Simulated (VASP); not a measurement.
# SnS (Pnma) in VASP: single point with r2SCAN

Aim: the single point of SnS with r2SCAN.

Everything below comes from runs of VASP 6.6.1. Logs are shortened: lines on timing, memory, paths and dates and some standing lists are left out, and cuts for length are marked.

## (1) The cell of the first run

Symmetry: Pnma, No. 62, orthorhombic system. The conventional cell has a = 11.048 Å, b = 3.933 Å, c = 4.279 Å, α = 90.00°, β = 90.00°, γ = 90.00°. Sn (site symmetry m) has 6 S at 2.59 to 3.34 Å and 2 Sn at 3.41 Å within 3.5 Å. Within 3.4 Å of S (site symmetry m) lie 6 Sn at 2.59 to 3.34 Å.

## (2) Single point, r2SCAN

POSCAR

```
SnS
1.0
    4.2790516400      0.0000000000      0.0000000000
    0.0000000000     11.0484520400      0.0000000000
    0.0000000000      0.0000000000      3.9331698700
Sn S
4 4
Direct
    0.1150000000      0.1180000000      0.2500000000
    0.8850000000      0.8820000000      0.7500000000
    0.6150000000      0.3820000000      0.7500000000
    0.3850000000      0.6180000000      0.2500000000
    0.4780000000      0.8500000000      0.2500000000
    0.5220000000      0.1500000000      0.7500000000
    0.9780000000      0.6500000000      0.7500000000
    0.0220000000      0.3500000000      0.2500000000
```

INCAR.step1

```
SYSTEM = SnS
ALGO     = Normal         ! electronic algorithm
EDIFF    = 1E-5           ! SCF threshold, eV
ENCUT    = 550            ! plane-wave cutoff, eV
GGA      = PE             ! functional
GGA_COMPAT= .FALSE.      
ISMEAR   = -1             ! smearing method
LASPH    = .TRUE.         ! aspherical terms in the spheres
LCHARG   = .FALSE.        ! write CHGCAR
LREAL    = .FALSE.        ! projectors in reciprocal space
LWAVE    = .TRUE.         ! write WAVECAR
NBANDS   = 50             ! bands
NELM     = 120            ! most SCF steps
PREC     = Accurate       ! precision mode
SIGMA    = 0.1            ! smearing width, eV
```

INCAR.step2

```
SYSTEM = SnS
ALGO     = Normal         ! electronic algorithm
EDIFF    = 1E-6           ! SCF threshold, eV
ENCUT    = 550            ! plane-wave cutoff, eV
GGA_COMPAT= .FALSE.      
ISIF     = 2              ! what is computed and relaxed
ISMEAR   = -1             ! smearing method
ISTART   = 1            
LASPH    = .TRUE.         ! aspherical terms in the spheres
LCHARG   = .TRUE.         ! write CHGCAR
LELF     = .TRUE.         ! ELF
LMIXTAU  = .TRUE.       
LREAL    = .FALSE.        ! projectors in reciprocal space
LVHAR    = .TRUE.       
LWAVE    = .FALSE.        ! write WAVECAR
METAGGA  = R2SCAN         ! meta-GGA
NBANDS   = 50             ! bands
NELM     = 120            ! most SCF steps
PREC     = Accurate       ! precision mode
SIGMA    = 0.1            ! smearing width, eV
```

KPOINTS

```
k-points
0
G
  6 3 7
  0 0 0
```

Potentials or basis: VASP PAW PBE potentials, release 64 (Sn_d, S).

On the command line:

```sh
$ cat potpaw_PBE.64/Sn_d/POTCAR potpaw_PBE.64/S/POTCAR > POTCAR
$ cp INCAR.step1 INCAR
$ mpirun -np 1 vasp_std > vasp.out
$ cp INCAR.step2 INCAR
$ mpirun -np 1 vasp_std > vasp.out
```

OUTCAR:

```text
SYSTEM = SnS
   EDIFF = 1E-6
   ENCUT = 550
   ISIF = 2
   ISMEAR = -1
   ISTART = 1
   LASPH = .TRUE.
   LREAL = .FALSE.
   METAGGA = R2SCAN
   NELM = 120
   PREC = Accurate

 ion  position               nearest neighbor table
   1  0.115  0.118  0.250-   8 2.59   6 2.65   6 2.65   6 3.23   6 3.23   2 3.41   2 3.41
   2  0.885  0.882  0.750-   7 2.59   5 2.65   5 2.65   5 3.23   5 3.23   1 3.41   1 3.41
   3  0.615  0.382  0.750-   6 2.59   8 2.65   8 2.65   8 3.23   8 3.23   4 3.41   4 3.41
   4  0.385  0.618  0.250-   5 2.59   7 2.65   7 2.65   7 3.23   7 3.23   3 3.41   3 3.41
   5  0.478  0.850  0.250-   4 2.59   2 2.65   2 2.65   2 3.23   2 3.23
   6  0.522  0.150  0.750-   3 2.59   1 2.65   1 2.65   1 3.23   1 3.23
   7  0.978  0.650  0.750-   2 2.59   4 2.65   4 2.65   4 3.23   4 3.23
   8  0.022  0.350  0.250-   1 2.59   3 2.65   3 2.65   3 3.23   3 3.23

  LATTYP: Found a simple orthorhombic cell.
 ALAT       =     3.9331698700
 B/A-ratio  =     1.0879396979
 C/A-ratio  =     2.8090452244

  Lattice vectors:

 A1 = (   0.0000000000,   0.0000000000,   3.9331698700)
 A2 = (   4.2790516400,   0.0000000000,   0.0000000000)
 A3 = (   0.0000000000,  11.0484520400,   0.0000000000)

Analysis of symmetry for initial positions (statically):
=====================================================================
 Subroutine PRICEL returns:
 Original cell was already a primitive cell.

 Routine SETGRP: Setting up the symmetry group for a
 simple orthorhombic supercell.

 Subroutine GETGRP returns: Found  8 space group operations
 (whereof  2 operations were pure point group operations)
 out of a pool of  8 trial point group operations.

The static configuration has the point symmetry S_2 .
 The point group associated with its full space group is D_2h.

Analysis of symmetry for dynamics (positions and initial velocities):
=====================================================================
 Subroutine PRICEL returns:
 Original cell was already a primitive cell.

 Routine SETGRP: Setting up the symmetry group for a
 simple orthorhombic supercell.

 Subroutine GETGRP returns: Found  8 space group operations
 (whereof  2 operations were pure point group operations)
 out of a pool of  8 trial point group operations.

The dynamic configuration has the point symmetry S_2 .
 The point group associated with its full space group is D_2h.

 Subroutine INISYM returns: Found  8 space group operations
 (whereof  2 operations are pure point group operations),
 and found     1 'primitive' translations

----------------------------------------------------------------------------------------

                                     Primitive cell

  volume of cell :     185.9481

  direct lattice vectors                    reciprocal lattice vectors
     4.279051640  0.000000000  0.000000000     0.233696642  0.000000000  0.000000000
     0.000000000 11.048452040  0.000000000     0.000000000  0.090510417  0.000000000
     0.000000000  0.000000000  3.933169870     0.000000000  0.000000000  0.254247854

  length of vectors
     4.279051640 11.048452040  3.933169870     0.233696642  0.090510417  0.254247854

  position of ions in fractional coordinates (direct lattice)
     0.115000000  0.118000000  0.250000000
     0.885000000  0.882000000  0.750000000
     0.615000000  0.382000000  0.750000000
     0.385000000  0.618000000  0.250000000
     0.478000000  0.850000000  0.250000000
     0.522000000  0.150000000  0.750000000
     0.978000000  0.650000000  0.750000000
     0.022000000  0.350000000  0.250000000

  ion indices of the primitive-cell ions
   primitive index   ion index
                 1           1
                 2           2
                 3           3
                 4           4
                 5           5
                 6           6
                 7           7
                 8           8

----------------------------------------------------------------------------------------

 KPOINTS: k-points

Automatic generation of k-mesh.
 Grid dimensions read from file:
 generate k-points for:    6    3    7

 Generating k-lattice:

  Cartesian coordinates                     Fractional coordinates (reciprocal lattice)
     0.038949440  0.000000000  0.000000000     0.166666667  0.000000000  0.000000000
     0.000000000  0.030170139  0.000000000     0.000000000  0.333333333  0.000000000
     0.000000000  0.000000000  0.036321122     0.000000000  0.000000000  0.142857143

  Length of vectors
     0.038949440  0.030170139  0.036321122

  Shift w.r.t. Gamma in fractional coordinates (k-lattice)
     0.000000000  0.000000000  0.000000000

 Subroutine IBZKPT returns following result:
 ===========================================

 Found     32 irreducible k-points:

 Following reciprocal coordinates:
            Coordinates               Weight
  0.000000  0.000000  0.000000      1.000000
  0.166667  0.000000  0.000000      2.000000
  0.333333  0.000000  0.000000      2.000000
  0.500000  0.000000  0.000000      1.000000
  0.000000  0.333333  0.000000      2.000000
  0.166667  0.333333  0.000000      4.000000
[... 16 lines left out ...]
  0.333333  0.333333  0.285714      8.000000
  0.500000  0.333333  0.285714      4.000000
 [... further k-points ...]
   k-points           NKPTS =     32   k-points in BZ     NKDIM =     32   number of bands    NBANDS=     50
   number of dos      NEDOS =    301   number of ions     NIONS =      8
   total plane-waves  NPLWV =  97200
   dimension x,y,z NGX =    36 NGY =   90 NGZ =   30
   dimension x,y,z NGXF=    72 NGYF=  180 NGZF=   60
   ions per type =               4   4
   NGX,Y,Z   is equivalent  to a cutoff of  13.99, 13.54, 12.68 a.u.
   NGXF,Y,Z  is equivalent  to a cutoff of  27.97, 27.08, 25.36 a.u.
 SYSTEM =  SnS
   PREC   = accura    normal or accurate (medium, high low for compatibility)
   ISTART =      1    job   : 0-new  1-cont  2-samecut
   ICHARG =      0    charge: 1-file 2-atom 10-const
   ISPIN  =      1    spin polarized calculation?
   LNONCOLLINEAR =      F non collinear calculations
   LSORBIT =      F    spin-orbit coupling
   LASPH  =      T    aspherical Exc in radial PAW
   ENCUT  =  550.0 eV  40.42 Ry    6.36 a.u.   8.18 21.13  7.52*2*pi/ulx,y,z
   NELM   =    120;   NELMIN=  2; NELMDL=  0     # of ELM steps
   EDIFF  = 0.1E-05   stopping-criterion for ELM
   LREAL  =      F    real-space projection
   EDIFFG = 0.1E-04   stopping-criterion for IOM
   NSW    =      0    number of steps for IOM
   IBRION =     -1    ionic relax: 0-MD 1-quasi-New 2-CG
   NFREE  =      0    steps in history (QN), initial steepest desc. (CG)
   ISIF   =      2    stress and relaxation
   ISYM   =      2    0-nonsym 1-usesym 2-fastsym
   POTIM  = 0.5000    time-step for ionic-motion
   TEBEG  =    0.0;   TEEND  =   0.0 temperature during run
   PSTRESS=    0.0 pullay stress
   NELECT =      80.0000    total number of electrons
   NUPDOWN=      -1.0000    fix difference up-down
   EMIN   =  10.00;   EMAX   =-10.00  energy-range for DOS
   EFERMI =   0.00;   METHOD = LEGACY
   ISMEAR =    -1;   SIGMA  =   0.10  broadening in eV -4-tet -1-fermi 0-gaus
   EFERMI_NEDOS =   21; number of points for ismear=-14 and -15
   IALGO  =     38    algorithm
   IMIX   =      4    mixing-type and parameters
     AMIX     =   0.40;   BMIX     =  1.00
     AMIX_MAG =   1.60;   BMIX_MAG =  1.00
  volume/ion in A,a.u.               =      23.24       156.85
  Fermi-wavevector in a.u.,A,eV,Ry     =   1.235874  2.335464 20.781336  1.527385
  Thomas-Fermi vector in A             =   2.370506
   LORBIT       =      0    0 simple, 1 ext, 2 COOP (PROOUT), +10 PAW based schemes
   METAGGA = R2SCAN    functional components
   LHFCALC =     F    Hartree Fock is set to
   AEXX    =    0.0000 exact exchange contribution
   IVDW    =     0    specifies the selected vdW correction
   LEPSILON=     F    determine dielectric tensor
   LRPA    =     F    only Hartree local field effects (RPA)
 non-spin polarized calculation
  energy-cutoff  :      550.00
  volume of cell :      185.95
 maximum number of plane-waves:      5480
 NGX is ok and might be reduce to    36
   NGX = 17   NGY = 43   NGZ = 15

 number of electron      79.9999996 magnetization

 Free energy of the ion-electron system (eV)
  ---------------------------------------------------
  ext. energy  EPLUGINS =         0.00000000
  ---------------------------------------------------
  free energy    TOTEN  =      -134.71895634 eV

  energy without entropy =     -134.71781597  energy(sigma->0) =     -134.71838616

 E-fermi :   7.2232     XC(G=0): -10.6609

 val. band max:        6.7435640794   @ k =   0.5000   0.3333   0.0000
 cond. band min:       7.6307760527   @ k =   0.0000   0.0000   0.0000
 fundamental gap:      0.8872119734
 Fermi energy:         7.2232320416

 k-point     1 :       0.0000    0.0000    0.0000
  band No.  band energies     occupation
      1     -15.4288      2.00000
      2     -15.3995      2.00000
      3     -15.3971      2.00000
      4     -15.3838      2.00000
      5     -15.3836      2.00000
      6     -15.3773      2.00000
[... 42 lines left out ...]
     49      12.1074      0.00000
     50      12.2854      0.00000

 k-point     2 :       0.1667    0.0000    0.0000
  band No.  band energies     occupation
      1     -15.4257      2.00000
      2     -15.3983      2.00000
      3     -15.3981      2.00000
      4     -15.3859      2.00000
      5     -15.3836      2.00000
      6     -15.3807      2.00000
[... 42 lines left out ...]
     49      11.4409      0.00000
     50      12.3233      0.00000

 k-point     3 :       0.3333    0.0000    0.0000
  band No.  band energies     occupation
      1     -15.4177      2.00000
      2     -15.4016      2.00000
      3     -15.3949      2.00000
      4     -15.3896      2.00000
      5     -15.3870      2.00000
      6     -15.3854      2.00000
[... 1102 lines left out ...]
     49      11.6247      0.00000
     50      11.9827      0.00000

 k-point    24 :       0.5000    0.3333    0.2857
  band No.  band energies     occupation
      1     -15.4162      2.00000
      2     -15.4162      2.00000
      3     -15.4086      2.00000
      4     -15.4086      2.00000
      5     -15.3793      2.00000
      6     -15.3793      2.00000
[... 42 lines left out ...]
     49      12.3732      0.00000
     50      12.3732      0.00000

 [... further k-points ...]

------------------------ aborting loop because EDIFF is reached ----------------------------------------

  FORCE on cell =-STRESS in cart. coord.  units (eV):
  Direction    XX          YY          ZZ          XY          YZ          ZX
  --------------------------------------------------------------------------------------
  -------------------------------------------------------------------------------------
  Total        3.4355074      4.3739541      3.6686940      0.0000000      0.0000000      0.0000000
  in kB       29.6012331     37.6871359     31.6104300      0.0000000      0.0000000      0.0000000
  external PRESSURE =      32.9662664 kB  Pullay stress =       0.0000000 kB

 VOLUME and BASIS-vectors are now :
 -----------------------------------------------------------------------------
  energy-cutoff  :      550.00
  volume of cell :      185.95
      direct lattice vectors                 reciprocal lattice vectors
     4.279051640  0.000000000  0.000000000     0.233696642  0.000000000  0.000000000
     0.000000000 11.048452040  0.000000000     0.000000000  0.090510417  0.000000000
     0.000000000  0.000000000  3.933169870     0.000000000  0.000000000  0.254247854

 POSITION                                       TOTAL-FORCE (eV/Angst)
 -----------------------------------------------------------------------------------
      0.49209      1.30372      0.98329         0.033647     -0.082949     -0.000000
      3.78696      9.74473      2.94988        -0.033647      0.082949      0.000000
      2.63162      4.22051      2.94988         0.033647      0.082949     -0.000000
      1.64743      6.82794      0.98329        -0.033647     -0.082949      0.000000
      2.04539      9.39118      0.98329         0.067937      0.132391      0.000000
      2.23366      1.65727      2.94988        -0.067937     -0.132391      0.000000
      4.18491      7.18149      2.94988         0.067937     -0.132391      0.000000
      0.09414      3.86696      0.98329        -0.067937      0.132391     -0.000000
 -----------------------------------------------------------------------------------
    total drift:                                0.000000     -0.000000      0.000000

  FREE ENERGIE OF THE ION-ELECTRON SYSTEM (eV)
  ---------------------------------------------------
  free  energy   TOTEN  =      -134.7189563448 eV

  energy  without entropy=     -134.7178159707  energy(sigma->0) =     -134.71838616
```

Run time: 11 min. Hardware: 1 thread of Intel Xeon Platinum 8488C (Sapphire Rapids), shared host; peak memory 0.47 GiB.

Results:

```yaml
Free_energy: -134.7190 eV
Pressure: 3.3 GPa
Largest_force: 0.149 eV/Å
Band_gap_on_the_k_mesh: 0.89 eV (least direct gap 1.10 eV)
```

Forces in eV/Å, atoms in the order of the input:
```
Sn   0.034 -0.083  0.000
Sn  -0.034  0.083  0.000
Sn   0.034  0.083  0.000
Sn  -0.034 -0.083  0.000
S    0.068  0.132  0.000
S   -0.068 -0.132  0.000
S    0.068 -0.132  0.000
S   -0.068  0.132  0.000
```

Caveat: the cell stands under pressure; the PAW data sets were made with another functional, which shifts forces and pressure a little; spin-orbit coupling is left out, which moves the levels of the heavy elements. A k mesh can miss the band edges.
